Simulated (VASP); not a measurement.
Runs of VASP 6.6.1 on PtS2. The structure is that of space group P-3m1 (No. 164), or close to it. The cells are those of the table. 

```csv
cell,gap on the mesh (eV),pressure (GPa),largest force (eV/Å)
"a = 3.632, b = 3.632, c = 5.165 Å, angles 90.0, 90.0, 120.0°, 3 atoms",0.42,-11.4,1.36
"a = 3.455, b = 3.455, c = 5.291 Å, angles 90.0, 90.0, 120.0°, 3 atoms",0.68,-0.5,(b)
"a = 3.366, b = 3.366, c = 4.787 Å, angles 90.0, 90.0, 120.0°, 3 atoms",0.59,27.2,1.77
"a = 3.720, b = 3.720, c = 5.291 Å, angles 90.0, 90.0, 120.0°, 3 atoms",0.35,-16.7,1.92
"a = 3.632, b = 3.632, c = 4.787 Å, angles 90.0, 90.0, 120.0°, 3 atoms",0.17,-5.6,0.38
"a = 3.543, b = 3.543, c = 5.165 Å, angles 90.0, 90.0, 120.0°, 3 atoms",0.55,-5.5,0.95
"a = 3.720, b = 3.720, c = 4.913 Å, angles 90.0, 90.0, 120.0°, 3 atoms",0.11,-13.2,1.09
"a = 3.543, b = 3.543, c = 4.787 Å, angles 90.0, 90.0, 120.0°, 3 atoms",0.34,2.5,0.17
"a = 3.366, b = 3.366, c = 5.039 Å, angles 90.0, 90.0, 120.0°, 3 atoms",0.64,17.2,0.77
"a = 3.366, b = 3.366, c = 5.165 Å, angles 90.0, 90.0, 120.0°, 3 atoms",0.67,(a),0.31
"a = 3.720, b = 3.720, c = 5.165 Å, angles 90.0, 90.0, 120.0°, 3 atoms",0.29,-15.7,(c)
"a = 3.455, b = 3.455, c = 5.039 Å, angles 90.0, 90.0, 120.0°, 3 atoms",0.63,5.7,-
```

Alike in all rows: task single point; level PBEsol; potentials or basis VASP PAW PBE potentials, release 64 (Pt, S); no spin polarisation; k mesh 12 × 12 × 8; cutoff (eV) 520; smearing gaussian 0.05 eV.

Question: Estimate the missing entries.

Answer: (a) 12.9; (b) 0.79; (c) 1.66.

Caveats: the PAW data sets were made with another functional, which shifts forces and pressure a little; spin-orbit coupling is left out, which moves the levels of the heavy elements.

A k mesh can miss the band edges, and the runs leave out spin-orbit coupling on Pt.
